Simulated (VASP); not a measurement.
InP:

```xyz
2
Lattice="0.0000 2.7688 2.7688 2.7688 0.0000 2.7688 2.7688 2.7688 0.0000" Properties=species:S:1:pos:R:3 pbc="T T T"
In    0.0000    0.0000    0.0000
P     2.7688    2.7688    2.7688
```

| Property | Result |
| --- | --- |
| Program | VASP 6.6.1 |
| Task | relaxation of cell and atoms |
| Functional | PBEsol |
| Potentials or basis | VASP PAW PBE potentials, release 64 (In_d, P) |
| Cutoff | 600 eV |
| k mesh | 8 × 8 × 8 |
| Occupations | fermi-dirac, width 0.05 eV |
| Spin | no spin polarisation |

At the start: pressure -3.3 GPa; volume 21.23 Å³/atom.

Problem. How do energy, volume and symmetry change on relaxing?

Solution. Over 3 steps the energy falls by 9.6 meV/atom and the volume is 20.33 Å³/atom (-4.2 %); space group Fm-3m (No. 225, to 0.05 Å).

The path:
| step | energy change (eV) | largest force (eV/Å) | pressure (GPa) | volume (Å³) |
| --- | --- | --- | --- | --- |
| 1 | 0.0000 | 0.0000 | -3.28 | 42.45 |
| 2 | -0.0147 | 0.0000 | 1.81 | 39.84 |
| 3 | -0.0192 | 0.0000 | 0.04 | 40.66 |

Final structure:
```
In P
1.0
     0.00000    2.72921    2.72921
     2.72921    0.00000    2.72921
     2.72921    2.72921    0.00000
In P
1 1
Direct
  0.00000 0.00000 0.00000
  0.50000 0.50000 0.50000
```

Caveat: the PAW data sets were made with another functional, which shifts forces and pressure a little.
